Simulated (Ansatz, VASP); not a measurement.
## Ga3Se in VASP and in Ansatz

Contents of INCAR:

```
PREC     = Accurate       # precision mode
ENCUT    = 520            # plane-wave cutoff, eV
EDIFF    = 1E-7           # SCF threshold, eV
ISMEAR   = 1              # smearing method
SIGMA    = 0.1            # smearing width, eV
LREAL    = False          # projectors in reciprocal space
LASPH    = True           # aspherical terms in the spheres
NELM     = 150            # most SCF steps
ALGO     = Normal         # electronic algorithm
ISIF     = 2              # what is computed and relaxed
LWAVE    = False          # write WAVECAR
LCHARG   = False          # write CHGCAR
LNONCOLLINEAR= True           # non-collinear magnetism
MAGMOM   = 0 0 0 0 0 0 0 0 0 0 0 0 # initial moments
LORBIT   = 11             # projections on sites
LSORBIT  = True           # spin-orbit coupling
GGA_COMPAT= False        
LORBMOM  = True         
GGA      = CA             # functional
NBANDS   = 59             # bands
```

File KPOINTS:

```
regular mesh
0
Gamma
  3 3 3
```

Contents of POSCAR:

```
Ga3Se
1.0
    4.4324650000      0.0000000000      0.0000000000
    0.0000000000      4.4324650000      0.0000000000
    0.0000000000      0.0000000000      4.4324650000
Ga Se
3 1
Direct
    0.0000000000      0.5000000000      0.5000000000
    0.5000000000      0.0000000000      0.5000000000
    0.5000000000      0.5000000000      0.0000000000
    0.0000000000      0.0000000000      0.0000000000
```

Input for Ansatz:

```yaml
crystal:
  lattice:
    - [4.432465, 0.0, 0.0]
    - [0.0, 4.432465, 0.0]
    - [0.0, 0.0, 4.432465]
  atoms:
    - { symbol: Ga, position: [0.0, 0.5, 0.5] }
    - { symbol: Ga, position: [0.5, 0.0, 0.5] }
    - { symbol: Ga, position: [0.5, 0.5, 0.0] }
    - { symbol: Se, position: [0.0, 0.0, 0.0] }
accuracy: low
basis:
  ecutwfc: 470.0
  xc_grid: 3
kpoints:
  mp_grid:
    grid: [3, 3, 3]
    shift: [0.0, 0.0, 0.0]
hamiltonian:
  xc: lda
magnetization:
  noncollinear: true
  spin_orbit: true
scf:
  mixing:
    algorithm: broyden
    preconditioner: local_kerker
  occupations:
    method: cold
output:
  eigenvalues: true
```

Alike in both runs: task single point; functional LDA; k mesh 3 × 3 × 3; non-collinear spin, spin-orbit coupling.

|  | VASP | Ansatz |
| --- | --- | --- |
| version | VASP 6.6.1 | Ansatz 0.2.0 |
| potentials or method | VASP PAW LDA potentials, release 64 (Ga_d, Se), cutoff 520 eV | plane waves, PAW |
| occupations | methfessel-paxton of order 1, width 0.1 eV | cold |
| valence electrons in the cell | 45 | 55 |

|  | VASP | Ansatz | Ansatz less VASP |
| --- | --- | --- | --- |
| net moment per atom (μB) | 0.00 | 0.00 | 0.000 |

LDA's correlation is that of Perdew and Zunger in VASP and of Perdew and Wang (1992) in Ansatz. VASP's potentials hold 45 valence electrons a cell and Ansatz's 55, so a difference there can come from the potentials and not from the codes.

The k mesh is coarse, so the values compare programs but aren't converged.
